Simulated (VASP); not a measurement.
# AlGaAs2 in VASP: relaxation of cell and atoms with PBEsol

Aim: the relaxation of cell and atoms of AlGaAs2 with PBEsol.

Everything below comes from runs of VASP 6.6.1. Logs are shortened: lines on timing, memory, paths and dates and some standing lists are left out, and cuts for length are marked.

## Step 1: The cell of the first run

The cell holds a disordered packing, 8 atoms: a = 5.711 Å, b = 5.479 Å, c = 5.833 Å, α = 87.56°, β = 88.88°, γ = 87.47°.

## Step 2: Relaxation of cell and atoms, PBEsol

Contents of INCAR:

```
PREC = Accurate
ENCUT = 510
EDIFF = 1E-7
ISMEAR = 0
SIGMA = 0.1
LREAL = F
LASPH = T
NELM = 120
ALGO = Normal
ISIF = 3
LWAVE = F
LCHARG = F
GGA = PS
IBRION = 2
NSW = 90
EDIFFG = -0.04
ISYM = 0
GGA_COMPAT = F
NELMIN = 4
```

Contents of KPOINTS:

```
Automatic mesh
0
Gamma
  2 3 2
  0.5 0 0.5
```

Contents of POSCAR:

```
AlGaAs2
1.0
    5.7089670000      0.1228080000      0.0553140000
    0.1228080000      5.4764130000      0.1194950000
    0.0553140000      0.1194950000      5.8315340000
Al Ga As
2 2 4
Direct
    0.6566454348      0.7329821219      0.8736202233
    0.2400966885      0.5489048259      0.5898782418
    0.4024828866      0.0769284691      0.3527012526
    0.4702119610      0.4923558561      0.1854335568
    0.1834049783      0.8041505957      0.9585327339
    0.9975036190      0.2275530594      0.1565221765
    0.7845721452      0.8365022545      0.4147707471
    0.9801236296      0.2080883218      0.5881584359
```

Potentials or basis: VASP PAW PBE potentials, release 64 (Al, Ga_d, As_d).

The run is started by

```console
$ cat potpaw_PBE.64/Al/POTCAR potpaw_PBE.64/Ga_d/POTCAR potpaw_PBE.64/As_d/POTCAR > POTCAR
$ mpirun -np 1 vasp_std > vasp.out
```

OUTCAR:

```text
PREC = Accurate
   ENCUT = 510
   EDIFF = 1E-7
   ISMEAR = 0
   LREAL = F
   LASPH = T
   NELM = 120
   ISIF = 3
   GGA = PS
   IBRION = 2
   NSW = 90
   EDIFFG = -0.04
   ISYM = 0
   NELMIN = 4

 ion  position               nearest neighbor table
   1  0.657  0.733  0.874-   4 2.45   5 2.75   7 2.80   5 3.10   2 3.15
   2  0.240  0.549  0.590-   8 2.44   5 2.62   4 2.70   3 3.08   1 3.15
   3  0.402  0.077  0.353-   4 2.48   7 2.52   6 2.68   8 2.83   2 3.08
   4  0.470  0.492  0.185-   1 2.45   3 2.48   5 2.65   2 2.70
   5  0.183  0.804  0.959-   2 2.62   4 2.65   1 2.75   6 2.79   1 3.10
   6  0.998  0.228  0.157-   8 2.52   3 2.68   5 2.79   7 2.87
   7  0.785  0.837  0.415-   3 2.52   8 2.61   1 2.80   6 2.87
   8  0.980  0.208  0.588-   2 2.44   6 2.52   7 2.61   3 2.83

IMPORTANT INFORMATION: All symmetrisations will be switched off!
NOSYMM: (Re-)initialisation of all symmetry stuff for point group C_1.

----------------------------------------------------------------------------------------

                                     Primitive cell

  volume of cell :     182.1363

  direct lattice vectors                    reciprocal lattice vectors
     5.708967000  0.122808000  0.055314000     0.175262173 -0.003895704 -0.001582591
     0.122808000  5.476413000  0.119495000    -0.003895704  0.182769549 -0.003708211
     0.055314000  0.119495000  5.831534000    -0.001582591 -0.003708211  0.171572463

  length of vectors
     5.710555634  5.479093009  5.833020443     0.175312608  0.182848668  0.171619828

  position of ions in fractional coordinates (direct lattice)
     0.656645435  0.732982122  0.873620223
     0.240096689  0.548904826  0.589878242
     0.402482887  0.076928469  0.352701253
     0.470211961  0.492355856  0.185433557
     0.183404978  0.804150596  0.958532734
     0.997503619  0.227553059  0.156522176
     0.784572145  0.836502254  0.414770747
     0.980123630  0.208088322  0.588158436

  ion indices of the primitive-cell ions
   primitive index   ion index
                 1           1
                 2           2
                 3           3
                 4           4
                 5           5
                 6           6
                 7           7
                 8           8

----------------------------------------------------------------------------------------

 KPOINTS: Automatic mesh

Automatic generation of k-mesh.
 Grid dimensions read from file:
 generate k-points for:    2    3    2

 Generating k-lattice:

  Cartesian coordinates                     Fractional coordinates (reciprocal lattice)
     0.087631087 -0.001947852 -0.000791296     0.500000000 -0.000000000  0.000000000
    -0.001298568  0.060923183 -0.001236070    -0.000000000  0.333333333  0.000000000
    -0.000791296 -0.001854106  0.085786232     0.000000000 -0.000000000  0.500000000

  Length of vectors
     0.087656304  0.060949556  0.085809914

  Shift w.r.t. Gamma in fractional coordinates (k-lattice)
     0.500000000  0.000000000  0.500000000

 Subroutine IBZKPT returns following result:
 ===========================================

 Found      6 irreducible k-points:

 Following reciprocal coordinates:
            Coordinates               Weight
  0.250000  0.000000  0.250000      2.000000
 -0.250000 -0.000000  0.250000      2.000000
  0.250000  0.333333  0.250000      2.000000
 -0.250000  0.333333  0.250000      2.000000
  0.250000 -0.333333  0.250000      2.000000
 -0.250000 -0.333333  0.250000      2.000000
   k-points           NKPTS =      6   k-points in BZ     NKDIM =      6   number of bands    NBANDS=     55
   number of dos      NEDOS =    301   number of ions     NIONS =      8
   total plane-waves  NPLWV =  80640
   dimension x,y,z NGX =    42 NGY =   40 NGZ =   48
   dimension x,y,z NGXF=    84 NGYF=   80 NGZF=   96
   ions per type =               2   2   4
   NGX,Y,Z   is equivalent  to a cutoff of  12.23, 12.14, 13.68 a.u.
   NGXF,Y,Z  is equivalent  to a cutoff of  24.45, 24.27, 27.36 a.u.
 SYSTEM =  unknown system
   PREC   = accura    normal or accurate (medium, high low for compatibility)
   ISTART =      0    job   : 0-new  1-cont  2-samecut
   ICHARG =      2    charge: 1-file 2-atom 10-const
   ISPIN  =      1    spin polarized calculation?
   LNONCOLLINEAR =      F non collinear calculations
   LSORBIT =      F    spin-orbit coupling
   LASPH  =      T    aspherical Exc in radial PAW
   ENCUT  =  510.0 eV  37.48 Ry    6.12 a.u.  10.52 10.09 10.74*2*pi/ulx,y,z
   NELM   =    120;   NELMIN=  4; NELMDL= -5     # of ELM steps
   EDIFF  = 0.1E-06   stopping-criterion for ELM
   LREAL  =      F    real-space projection
   EDIFFG = -.4E-01   stopping-criterion for IOM
   NSW    =     90    number of steps for IOM
   IBRION =      2    ionic relax: 0-MD 1-quasi-New 2-CG
   NFREE  =      1    steps in history (QN), initial steepest desc. (CG)
   ISIF   =      3    stress and relaxation
   ISYM   =      0    0-nonsym 1-usesym 2-fastsym
   POTIM  = 0.5000    time-step for ionic-motion
   TEBEG  =    0.0;   TEEND  =   0.0 temperature during run
   PSTRESS=    0.0 pullay stress
   NELECT =      92.0000    total number of electrons
   NUPDOWN=      -1.0000    fix difference up-down
   EMIN   =  10.00;   EMAX   =-10.00  energy-range for DOS
   EFERMI =   0.00;   METHOD = LEGACY
   ISMEAR =     0;   SIGMA  =   0.10  broadening in eV -4-tet -1-fermi 0-gaus
   EFERMI_NEDOS =   21; number of points for ismear=-14 and -15
   IALGO  =     38    algorithm
   IMIX   =      4    mixing-type and parameters
     AMIX     =   0.40;   BMIX     =  1.00
     AMIX_MAG =   1.60;   BMIX_MAG =  1.00
  volume/ion in A,a.u.               =      22.77       153.64
  Fermi-wavevector in a.u.,A,eV,Ry     =   1.303783  2.463792 23.127857  1.699850
  Thomas-Fermi vector in A             =   2.434762
   LORBIT       =      0    0 simple, 1 ext, 2 COOP (PROOUT), +10 PAW based schemes
   GGA     = PS    functional components
   LHFCALC =     F    Hartree Fock is set to
   AEXX    =    0.0000 exact exchange contribution
   IVDW    =     0    specifies the selected vdW correction
   LEPSILON=     F    determine dielectric tensor
   LRPA    =     F    only Hartree local field effects (RPA)
 conjugate gradient relaxation of ions
 non-spin polarized calculation
 Gauss-broadening in eV      SIGMA  =   0.10
  energy-cutoff  :      510.00
  volume of cell :      182.14
 maximum number of plane-waves:      4781
 NGX is ok and might be reduce to    42
   NGX = 21   NGY = 21   NGZ = 21

--------------------------------------- Ionic step        1  -------------------------------------------

 number of electron      92.0000009 magnetization

 Free energy of the ion-electron system (eV)
  ---------------------------------------------------
  ext. energy  EPLUGINS =         0.00000000
  ---------------------------------------------------
  free energy    TOTEN  =       -32.75581075 eV

  energy without entropy =      -32.73479888  energy(sigma->0) =      -32.74530482

------------------------ aborting loop because EDIFF is reached ----------------------------------------

  FORCE on cell =-STRESS in cart. coord.  units (eV):
  Direction    XX          YY          ZZ          XY          YZ          ZX
  --------------------------------------------------------------------------------------
  -------------------------------------------------------------------------------------
  Total       -5.1719182      0.6369214     -5.2806335      0.9532019     -0.6631041     -1.0537801
  in kB      -45.4952068      5.6027321    -46.4515301      8.3849190     -5.8330497     -9.2696637
  external PRESSURE =     -28.7813349 kB  Pullay stress =       0.0000000 kB
[... 27 lines left out ...]
  energy  without entropy=      -32.7347988848  energy(sigma->0) =      -32.74530482

--------------------------------------- Ionic step        2  -------------------------------------------

 number of electron      92.0000011 magnetization

 E-fermi :   3.9811     XC(G=0): -10.3025

 val. band max:        3.9245105336   @ k =   0.2500   0.3333   0.2500
 cond. band min:       4.0284903749   @ k =   0.2500   0.0000   0.2500
 fundamental gap:      0.1039798413
 Fermi energy:         3.9810689055

 k-point     1 :       0.2500    0.0000    0.2500
  band No.  band energies     occupation
      1     -32.0563      2.00000
      2     -32.0289      2.00000
      3     -32.0176      2.00000
      4     -32.0007      2.00000
      5     -32.0004      2.00000
      6     -31.9059      2.00000
[... 414 lines left out ...]
  FREE ENERGIE OF THE ION-ELECTRON SYSTEM (eV)
  ---------------------------------------------------
  free  energy   TOTEN  =       -33.2996002991 eV

  energy  without entropy=      -33.2724284114  energy(sigma->0) =      -33.28601436

[... ionic steps 4 to 47 ...]

--------------------------------------- Ionic step       48  -------------------------------------------

 number of electron      92.0000014 magnetization

------------------------ aborting loop because EDIFF is reached ----------------------------------------

  FORCE on cell =-STRESS in cart. coord.  units (eV):
  Direction    XX          YY          ZZ          XY          YZ          ZX
  --------------------------------------------------------------------------------------
  -------------------------------------------------------------------------------------
  Total       -0.0525901      0.0898250      0.1384580     -0.0703391     -0.0460447      0.0113032
  in kB       -0.5339191      0.9119458      1.4056906     -0.7141153     -0.4674670      0.1147554
  external PRESSURE =       0.5945724 kB  Pullay stress =       0.0000000 kB
[... 69 lines left out ...]
  energy  without entropy=      -35.7370546266  energy(sigma->0) =      -35.73843072

--------------------------------------- Ionic step       50  -------------------------------------------

 number of electron      91.9999997 magnetization

 Free energy of the ion-electron system (eV)
  ---------------------------------------------------
  ext. energy  EPLUGINS =         0.00000000
  ---------------------------------------------------
  free energy    TOTEN  =       -35.74092321 eV

  energy without entropy =      -35.73816697  energy(sigma->0) =      -35.73954509

 E-fermi :   4.8071     XC(G=0): -10.7134

 val. band max:        4.6584777394   @ k =   0.2500   0.0000   0.2500
 cond. band min:       4.9484028408   @ k =  -0.2500  -0.0000   0.2500
 fundamental gap:      0.2899251014
 Fermi energy:         4.8071174606

 k-point     1 :       0.2500    0.0000    0.2500
  band No.  band energies     occupation
      1     -31.3893      2.00000
      2     -31.3761      2.00000
      3     -31.3336      2.00000
      4     -31.3202      2.00000
      5     -31.3082      2.00000
      6     -31.0417      2.00000
[... 372 lines left out ...]
  FREE ENERGIE OF THE ION-ELECTRON SYSTEM (eV)
  ---------------------------------------------------
  free  energy   TOTEN  =       -35.7409232108 eV

  energy  without entropy=      -35.7381669747  energy(sigma->0) =      -35.73954509

 reached required accuracy - stopping structural energy minimisation
```

It took 39 min on 1 thread of Intel Xeon Platinum 8259CL at 2.50GHz (Skylake/Cascade Lake), shared host; peak memory 0.3 GiB.

Results:

```
Free energy                           : -35.7409 eV
Relaxed volume                        : 19.74 Å³/atom
Relaxed cell                          : a = 5.721 Å, b = 5.174 Å, c = 5.385 Å, α = 91.03°, β = 96.52°, γ = 85.58°
Space group after relaxing (to 0.1 Å) : P1 (No. 1)
Energy gained by relaxing             : 373.1 meV/atom
Ionic steps                           : 50
Pressure after relaxing               : -0.1 GPa
Largest force after relaxing          : 0.039 eV/Å
Band gap on the k mesh                : zero (bands 46 and 47 overlap by 0.37 eV)
```

Forces on the atoms (eV/Å):
```
Al  -0.029  0.011 -0.002
Al   0.017 -0.024  0.026
Ga   0.023 -0.008  0.008
Ga  -0.013  0.003 -0.034
As  -0.012 -0.009  0.011
As   0.002  0.023 -0.001
As  -0.002 -0.015 -0.031
As   0.015  0.020  0.023
```

Stress tensor (GPa, compression positive):
```
-0.10 -0.08  0.02
-0.08  0.00  0.01
 0.02  0.01 -0.17
```

The path:
```csv
step,energy change (eV),largest force (eV/Å),pressure (GPa),volume (Å³)
1,0.0000,1.2054,-2.88,182.14
3,-0.5438,1.5056,1.91,164.73
5,-0.8610,1.1108,-0.12,164.83
7,-1.2204,0.5389,-1.71,163.89
9,-1.4306,0.6197,2.40,153.70
11,-1.7878,1.1509,2.38,153.50
13,-2.0771,0.8567,-1.93,162.86
15,-2.4692,0.7341,1.56,157.15
17,-2.6432,0.7369,0.22,160.92
19,-2.7365,0.3682,-0.96,163.56
21,-2.7811,0.3983,0.91,159.50
23,-2.8258,0.2847,-0.05,161.01
25,-2.8797,0.2990,-0.91,162.08
27,-2.9106,0.3561,0.45,158.45
29,-2.9307,0.2418,-0.42,159.50
31,-2.9457,0.1897,0.22,157.93
33,-2.9598,0.1886,0.00,158.48
35,-2.9695,0.0723,-0.18,158.88
37,-2.9734,0.0894,0.16,158.14
39,-2.9754,0.0677,-0.20,158.79
41,-2.9775,0.0623,0.10,158.00
43,-2.9797,0.0717,0.01,158.04
45,-2.9812,0.0726,-0.07,158.11
47,-2.9826,0.0510,0.16,157.63
49,-2.9840,0.0566,-0.11,158.10
50,-2.9851,0.0393,-0.09,157.91
```

Final structure:
```
Al Ga As
1.0
     5.70887    0.22066   -0.29923
     0.19765    5.17048   -0.04343
    -0.32952   -0.03916    5.37490
Al Ga As
2 2 4
Cartesian
  4.3519 4.2523 4.9987
  1.1414 3.0252 2.8618
  1.7215 0.1618 2.0465
  2.7654 2.2518 0.9029
  1.8044 4.1884 4.9149
  5.1524 1.6361 -0.1114
  4.4432 4.1886 2.4171
  4.9561 1.4817 2.5307
```

Caveat: the k points lie up to 0.59 Å⁻¹ apart in the final cell; the PAW data sets were made with another functional, which shifts forces and pressure a little.

The gap in the log of VASP goes by the Fermi energy; the results here count the filled bands.